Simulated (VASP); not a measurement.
# SiC (R-3m) in VASP: further runs

SiC is run at these levels: LDA, PBE; tasks: single point.

Everything below comes from runs of VASP 6.6.1. Logs are shortened: lines on timing, memory, paths and dates and some standing lists are left out, and cuts for length are marked.

### 1 The cell of the first run

It takes space group R-3m (No. 166, trigonal). Conventional cell: a = 2.534 Å, b = 2.534 Å, c = 21.535 Å, α = 90.00°, β = 90.00°, γ = 120.00°. Within 2.0 Å of C (site symmetry 3m) lie 3 C at 1.53 Å. Si (site symmetry 3m) has 1 C at 2.04 Å and 6 Si at 2.53 Å within 2.7 Å.

### 2 Single point, LDA

INCAR reads:

```
SYSTEM = SiC
  PREC = Accurate
  ENCUT = 520
  EDIFF = 1E-7
  ISMEAR = -1
  SIGMA = 0.02
  LREAL = .False.
  LASPH = .True.
  NELM = 80
  ALGO = Normal
  ISIF = 2
  LWAVE = .False.
  LCHARG = .True.
  LELF = .True.
  LVHAR = .True.
  NBANDS = 16
```

KPOINTS reads:

```
regular mesh
0
Gamma
  8 8 8
  0 0 0
```

POSCAR reads:

```
SiC
1.0
    1.2669330388      0.7314641310      7.1782539203
   -1.2669330388      0.7314641310      7.1782539203
    0.0000000000     -1.4629282619      7.1782539203
C Si
2 2
Direct
    0.1767202019      0.1767202019      0.1767202019
    0.8232797981      0.8232797981      0.8232797981
    0.7286037273      0.7286037273      0.7286037273
    0.2713962727      0.2713962727      0.2713962727
```

Potentials or basis: VASP PAW LDA potentials, release 64 (C, Si).

Run with:

```bash
cat potpaw_LDA.64/C/POTCAR potpaw_LDA.64/Si/POTCAR > POTCAR
mpirun -np 1 vasp_std > vasp.out
```

OUTCAR:

```text
SYSTEM = SiC
   PREC = Accurate
   ENCUT = 520
   EDIFF = 1E-7
   ISMEAR = -1
   LREAL = .False.
   LASPH = .True.
   NELM = 80
   ISIF = 2

 ion  position               nearest neighbor table
   1  0.177  0.177  0.177-   2 1.53   2 1.53   2 1.53   4 2.04
   2  0.823  0.823  0.823-   1 1.53   1 1.53   1 1.53   3 2.04
   3  0.729  0.729  0.729-   2 2.04   4 3.04   4 3.04   4 3.04
   4  0.271  0.271  0.271-   1 2.04   3 3.04   3 3.04   3 3.04

  LATTYP: Found a trigonal (rhomboedric) cell.
 ALAT       =     7.3258097466
 COS(alpha) =     0.9401828045

  Lattice vectors:

 A1 = (   1.2669330388,   0.7314641310,   7.1782539203)
 A2 = (  -1.2669330388,   0.7314641310,   7.1782539203)
 A3 = (   0.0000000000,  -1.4629282619,   7.1782539203)

Analysis of symmetry for initial positions (statically):
=====================================================================
 Subroutine PRICEL returns:
 Original cell was already a primitive cell.

 Routine SETGRP: Setting up the symmetry group for a
 trigonal (rhombohedral) supercell.

 Subroutine GETGRP returns: Found 12 space group operations
 (whereof 12 operations were pure point group operations)
 out of a pool of 12 trial point group operations.

The static configuration has the point symmetry D_3d.

Analysis of symmetry for dynamics (positions and initial velocities):
=====================================================================
 Subroutine PRICEL returns:
 Original cell was already a primitive cell.

 Routine SETGRP: Setting up the symmetry group for a
 trigonal (rhombohedral) supercell.

 Subroutine GETGRP returns: Found 12 space group operations
 (whereof 12 operations were pure point group operations)
 out of a pool of 12 trial point group operations.

The dynamic configuration has the point symmetry D_3d.

 Subroutine INISYM returns: Found 12 space group operations
 (whereof 12 operations are pure point group operations),
 and found     1 'primitive' translations

----------------------------------------------------------------------------------------

                                     Primitive cell

  volume of cell :      39.9132

  direct lattice vectors                    reciprocal lattice vectors
     1.266933039  0.731464131  7.178253920     0.394653849  0.227853506  0.046436548
    -1.266933039  0.731464131  7.178253920    -0.394653849  0.227853506  0.046436548
     0.000000000 -1.462928262  7.178253920     0.000000000 -0.455707012  0.046436548

  length of vectors
     7.325809747  7.325809747  7.325809747     0.458066844  0.458066844  0.458066844

  position of ions in fractional coordinates (direct lattice)
     0.176720202  0.176720202  0.176720202
     0.823279798  0.823279798  0.823279798
     0.728603727  0.728603727  0.728603727
     0.271396273  0.271396273  0.271396273

  ion indices of the primitive-cell ions
   primitive index   ion index
                 1           1
                 2           2
                 3           3
                 4           4

----------------------------------------------------------------------------------------

 KPOINTS: regular mesh

Automatic generation of k-mesh.
 Grid dimensions read from file:
 generate k-points for:    8    8    8

 Generating k-lattice:

  Cartesian coordinates                     Fractional coordinates (reciprocal lattice)
     0.049331731  0.028481688  0.005804569     0.125000000  0.000000000  0.000000000
    -0.049331731  0.028481688  0.005804569     0.000000000  0.125000000  0.000000000
     0.000000000 -0.056963376  0.005804569     0.000000000  0.000000000  0.125000000

  Length of vectors
     0.057258355  0.057258355  0.057258355

  Shift w.r.t. Gamma in fractional coordinates (k-lattice)
     0.000000000  0.000000000  0.000000000

 Subroutine IBZKPT returns following result:
 ===========================================

 Found     65 irreducible k-points:

 Following reciprocal coordinates:
            Coordinates               Weight
  0.000000  0.000000  0.000000      1.000000
  0.125000  0.000000  0.000000      6.000000
  0.250000  0.000000  0.000000      6.000000
  0.375000  0.000000  0.000000      6.000000
  0.500000  0.000000  0.000000      3.000000
  0.125000  0.125000  0.000000      6.000000
[... 16 lines left out ...]
  0.250000  0.125000  0.125000      6.000000
  0.375000  0.125000  0.125000      6.000000
 [... further k-points ...]
   k-points           NKPTS =     65   k-points in BZ     NKDIM =     65   number of bands    NBANDS=     16
   number of dos      NEDOS =    301   number of ions     NIONS =      4
   total plane-waves  NPLWV = 157464
   dimension x,y,z NGX =    54 NGY =   54 NGZ =   54
   dimension x,y,z NGXF=   108 NGYF=  108 NGZF=  108
   ions per type =               2   2
   NGX,Y,Z   is equivalent  to a cutoff of  12.25, 12.25, 12.25 a.u.
   NGXF,Y,Z  is equivalent  to a cutoff of  24.51, 24.51, 24.51 a.u.
 SYSTEM =  SiC
   PREC   = accura    normal or accurate (medium, high low for compatibility)
   ISTART =      0    job   : 0-new  1-cont  2-samecut
   ICHARG =      2    charge: 1-file 2-atom 10-const
   ISPIN  =      1    spin polarized calculation?
   LNONCOLLINEAR =      F non collinear calculations
   LSORBIT =      F    spin-orbit coupling
   LASPH  =      T    aspherical Exc in radial PAW
   ENCUT  =  520.0 eV  38.22 Ry    6.18 a.u.  13.62 13.62 13.62*2*pi/ulx,y,z
   NELM   =     80;   NELMIN=  2; NELMDL= -5     # of ELM steps
   EDIFF  = 0.1E-06   stopping-criterion for ELM
   LREAL  =      F    real-space projection
   EDIFFG = 0.1E-05   stopping-criterion for IOM
   NSW    =      0    number of steps for IOM
   IBRION =     -1    ionic relax: 0-MD 1-quasi-New 2-CG
   NFREE  =      0    steps in history (QN), initial steepest desc. (CG)
   ISIF   =      2    stress and relaxation
   ISYM   =      2    0-nonsym 1-usesym 2-fastsym
   POTIM  = 0.5000    time-step for ionic-motion
   TEBEG  =    0.0;   TEEND  =   0.0 temperature during run
   PSTRESS=    0.0 pullay stress
   NELECT =      16.0000    total number of electrons
   NUPDOWN=      -1.0000    fix difference up-down
   EMIN   =  10.00;   EMAX   =-10.00  energy-range for DOS
   EFERMI =   0.00;   METHOD = LEGACY
   ISMEAR =    -1;   SIGMA  =   0.02  broadening in eV -4-tet -1-fermi 0-gaus
   EFERMI_NEDOS =   21; number of points for ismear=-14 and -15
   IALGO  =     38    algorithm
   IMIX   =      4    mixing-type and parameters
     AMIX     =   0.40;   BMIX     =  1.00
     AMIX_MAG =   1.60;   BMIX_MAG =  1.00
  volume/ion in A,a.u.               =       9.98        67.34
  Fermi-wavevector in a.u.,A,eV,Ry     =   1.207098  2.281085 19.824857  1.457086
  Thomas-Fermi vector in A             =   2.342746
   LORBIT       =      0    0 simple, 1 ext, 2 COOP (PROOUT), +10 PAW based schemes
   GGA     = CA    functional components
   LHFCALC =     F    Hartree Fock is set to
   AEXX    =    0.0000 exact exchange contribution
   IVDW    =     0    specifies the selected vdW correction
   LEPSILON=     F    determine dielectric tensor
   LRPA    =     F    only Hartree local field effects (RPA)
 non-spin polarized calculation
  energy-cutoff  :      520.00
  volume of cell :       39.91
 maximum number of plane-waves:      1091
   NGX = 27   NGY = 27   NGZ = 27

 number of electron      16.0000000 magnetization

 Free energy of the ion-electron system (eV)
  ---------------------------------------------------
  ext. energy  EPLUGINS =         0.00000000
  ---------------------------------------------------
  free energy    TOTEN  =       -30.71634906 eV

  energy without entropy =      -30.71567433  energy(sigma->0) =      -30.71601170

 E-fermi :  10.0387     XC(G=0): -11.9086

 val. band max:       10.0025136190   @ k =  -0.2500   0.5000   0.1250
 cond. band min:      10.1328401696   @ k =  -0.2500   0.3750   0.2500
 fundamental gap:      0.1303265505
 Fermi energy:        10.0387071315

 k-point     1 :       0.0000    0.0000    0.0000
  band No.  band energies     occupation
      1      -9.2934      2.00000
      2      -3.2606      2.00000
      3      -3.1057      2.00000
      4       3.2046      2.00000
      5       5.2058      2.00000
      6       7.8949      2.00000
[... 8 lines left out ...]
     15      23.1103      0.00000
     16      23.1103      0.00000

 k-point     2 :       0.1250    0.0000    0.0000
  band No.  band energies     occupation
      1      -8.9186      2.00000
      2      -2.9047      2.00000
      3      -2.5443      2.00000
      4       3.5255      2.00000
      5       5.6737      2.00000
      6       6.3499      2.00000
[... 8 lines left out ...]
     15      20.9591      0.00000
     16      21.7633      0.00000

 k-point     3 :       0.2500    0.0000    0.0000
  band No.  band energies     occupation
      1      -7.8049      2.00000
      2      -1.6920      2.00000
      3      -1.0279      2.00000
      4       3.1549      2.00000
      5       4.4667      2.00000
      6       5.9755      2.00000
[... 8 lines left out ...]
     15      20.1223      0.00000
     16      20.8874      0.00000

 k-point     4 :       0.3750    0.0000    0.0000
  band No.  band energies     occupation
      1      -6.0002      2.00000
      2      -0.2577      2.00000
      3       0.4182      2.00000
      4       1.3587      2.00000
      5       5.0297      2.00000
      6       5.5850      2.00000
[... 8 lines left out ...]
     15      18.5805      0.00000
     16      19.8052      0.00000
[... 324 lines left out ...]
 k-point    22 :       0.1250    0.1250    0.1250
  band No.  band energies     occupation
      1      -9.2916      2.00000
      2      -3.6213      2.00000
      3      -2.6483      2.00000
      4       2.7006      2.00000
      5       5.7878      2.00000
      6       7.8949      2.00000
[... 8 lines left out ...]
     15      23.1385      0.00000
     16      23.1385      0.00000

 k-point    23 :       0.2500    0.1250    0.1250
  band No.  band energies     occupation
      1      -8.9157      2.00000
      2      -3.2834      2.00000
      3      -2.0057      2.00000
      4       2.8187      2.00000
      5       6.3493      2.00000
      6       6.5062      2.00000
[... 8 lines left out ...]
     15      20.8610      0.00000
     16      21.6899      0.00000

 k-point    24 :       0.3750    0.1250    0.1250
  band No.  band energies     occupation
      1      -7.8018      2.00000
      2      -2.0302      2.00000
      3      -0.4684      2.00000
      4       3.1521      2.00000
      5       3.6926      2.00000
      6       5.9755      2.00000
[... 8 lines left out ...]
     15      20.6432      0.00000
     16      20.6521      0.00000

 [... further k-points ...]
[... 5 lines left out ...]
  --------------------------------------------------------------------------------------
  -------------------------------------------------------------------------------------
  Total       -0.3422405     -0.3422405     -1.8673520      0.0000000     -0.0000000      0.0000000
  in kB      -13.7380542    -13.7380542    -74.9583483      0.0000000     -0.0000000      0.0000000
  external PRESSURE =     -34.1448189 kB  Pullay stress =       0.0000000 kB

 VOLUME and BASIS-vectors are now :
 -----------------------------------------------------------------------------
  energy-cutoff  :      520.00
  volume of cell :       39.91
      direct lattice vectors                 reciprocal lattice vectors
     1.266933039  0.731464131  7.178253920     0.394653849  0.227853506  0.046436548
    -1.266933039  0.731464131  7.178253920    -0.394653849  0.227853506  0.046436548
     0.000000000 -1.462928262  7.178253920     0.000000000 -0.455707012  0.046436548

 POSITION                                       TOTAL-FORCE (eV/Angst)
 -----------------------------------------------------------------------------------
      0.00000      0.00000      3.80563         0.000000     -0.000000     -0.412059
      0.00000      0.00000     17.72913         0.000000      0.000000      0.412059
      0.00000      0.00000     15.69031         0.000000     -0.000000     -0.090022
      0.00000      0.00000      5.84445         0.000000      0.000000      0.090022
 -----------------------------------------------------------------------------------
    total drift:                                0.000000     -0.000000      0.000000

  FREE ENERGIE OF THE ION-ELECTRON SYSTEM (eV)
  ---------------------------------------------------
  free  energy   TOTEN  =       -30.7163490629 eV

  energy  without entropy=      -30.7156743282  energy(sigma->0) =      -30.71601170
```

Wall time 2.3 min (1 thread of Intel Xeon 6975P-C (Granite Rapids), shared host); peak memory 0.3 GiB.

What came out:

```
Free energy            : -30.7163 eV
Pressure               : -3.4 GPa
Largest force          : 0.412 eV/Å
Band gap on the k mesh : zero (band 8 reaches 14.68 eV, above the bottom of band 9 at 8.20 eV)
```

Forces on the atoms (eV/Å):
```
C    0.000  0.000 -0.412
C    0.000  0.000  0.412
Si   0.000  0.000 -0.090
Si   0.000  0.000  0.090
```

Stress tensor (GPa, compression positive):
```
-1.37  0.00  0.00
 0.00 -1.37  0.00
 0.00  0.00 -7.50
```

### 3 Single point, PBE

INCAR reads:

```
SYSTEM = SiC
PREC     = Accurate       ! precision mode
ENCUT    = 520            ! plane-wave cutoff, eV
EDIFF    = 1E-7           ! SCF threshold, eV
ISMEAR   = 1              ! smearing method
SIGMA    = 0.001          ! smearing width, eV
LREAL    = .False.        ! projectors in reciprocal space
LASPH    = .True.         ! aspherical terms in the spheres
NELM     = 80             ! most SCF steps
ALGO     = Normal         ! electronic algorithm
ISIF     = 2              ! what is computed and relaxed
LWAVE    = .False.        ! write WAVECAR
LCHARG   = .True.         ! write CHGCAR
GGA      = PE             ! functional
LELF     = .True.         ! ELF
LVHAR    = .True.       
NBANDS   = 16             ! bands
```

KPOINTS is that of step 2.

POSCAR is that of step 2.

Potentials or basis: VASP PAW PBE potentials, release 64 (C, Si).

Run with:

```bash
cat potpaw_PBE.64/C/POTCAR potpaw_PBE.64/Si/POTCAR > POTCAR
mpirun -np 1 vasp_std > vasp.out
```

Run time: 2.6 min. Hardware: 1 thread of Intel Xeon 6975P-C (Granite Rapids), shared host; peak memory 0.36 GiB.

The run converged. Its results:

* Free energy: -27.4256 eV
* Pressure: 3.5 GPa
* Largest force: 0.283 eV/Å
* Band gap on the k mesh: zero (band 8 reaches 14.71 eV, above the bottom of band 9 at 8.22 eV)

Forces on the atoms (eV/Å):
```
C    0.000  0.000 -0.258
C    0.000  0.000  0.258
Si   0.000  0.000 -0.283
Si   0.000  0.000  0.283
```

Stress tensor (GPa, compression positive):
```
 5.78  0.00  0.00
 0.00  5.78  0.00
 0.00  0.00 -1.20
```

Levels at points of the mesh, in eV from the Fermi level:
```tsv
k point	band 4	band 5	band 6	band 7	band 8	band 9	band 10	band 11	band 12	band 13
(0.00, 0.00, 0.00)	-6.85	-4.87	-2.13	-2.13	4.65	5.42	6.88	6.88	9.49	12.93
(0.50, 0.00, 0.00)	-6.29	-5.66	-5.34	-5.33	-2.33	0.13	2.74	3.99	5.98	6.54
(0.50, 0.50, 0.00)	-6.74	-5.35	-5.34	-4.33	-2.34	-1.85	4.61	5.44	5.73	6.99
(0.50, 0.50, 0.50)	-9.44	-2.13	-2.13	-0.58	-0.48	6.88	6.88	8.46	9.13	13.13
```

### 4 Single point, PBE

INCAR reads:

```
SYSTEM = SiC
PREC = Accurate ; ENCUT = 520
EDIFF = 1E-7 ; ISMEAR = -1
SIGMA = 0.001 ; LREAL = .FALSE.
LASPH = .TRUE. ; NELM = 60
ALGO = Normal ; ISIF = 2
LWAVE = .FALSE. ; LCHARG = .TRUE.
GGA = PE ; LELF = .TRUE.
LVHAR = .TRUE. ; NBANDS = 16
```

KPOINTS reads:

```
regular mesh
0
G
  8 8 8
  0 0 0
```

POSCAR is that of step 3.

Run with:

```bash
cat potpaw_PBE.64/C/POTCAR potpaw_PBE.64/Si/POTCAR > POTCAR
mpirun -np 1 vasp_std > vasp.out
```

Run time: 2.6 min. Hardware: 1 thread of Intel Xeon 6975P-C (Granite Rapids), shared host; peak memory 0.37 GiB.

It converged, with:

```
Free energy            : -27.4256 eV
Pressure               : 3.5 GPa
Largest force          : 0.283 eV/Å
Band gap on the k mesh : zero (band 8 reaches 14.71 eV, above the bottom of band 9 at 8.22 eV)
```

Forces on the atoms (eV/Å):
```
C    0.000  0.000 -0.258
C    0.000  0.000  0.258
Si   0.000  0.000 -0.283
Si   0.000  0.000  0.283
```

Stress tensor (GPa, compression positive):
```
 5.78  0.00  0.00
 0.00  5.78  0.00
 0.00  0.00 -1.20
```

Levels at points of the mesh, in eV from the Fermi level:
```tsv
k point	band 6	band 7	band 8	band 9	band 10	band 11
(0.00, 0.00, 0.00)	-2.13	-2.13	4.64	5.42	6.88	6.88
(0.50, 0.00, 0.00)	-5.34	-5.33	-2.33	0.13	2.74	3.98
(0.50, 0.50, 0.00)	-5.34	-4.33	-2.34	-1.85	4.60	5.44
(0.50, 0.50, 0.50)	-2.13	-0.58	-0.48	6.87	6.87	8.46
```

### 5 The runs side by side

```tsv
level	potentials or basis	smearing	gap on the mesh (eV)	pressure (GPa)	largest force (eV/Å)
LDA	VASP PAW LDA potentials, release 64 (C, Si)	fermi-dirac 0.02 eV	none	-3.4	0.41
PBE	VASP PAW PBE potentials, release 64 (C, Si)	methfessel-paxton 0.001 eV	none	3.5	0.28
PBE	VASP PAW PBE potentials, release 64 (C, Si)	fermi-dirac 0.001 eV	none	3.5	0.28
```

Alike in all rows: task single point; no spin polarisation; cell as given; k mesh 8 × 8 × 8; cutoff (eV) 520.

Absolute energies hang on the potentials; compare differences alone.
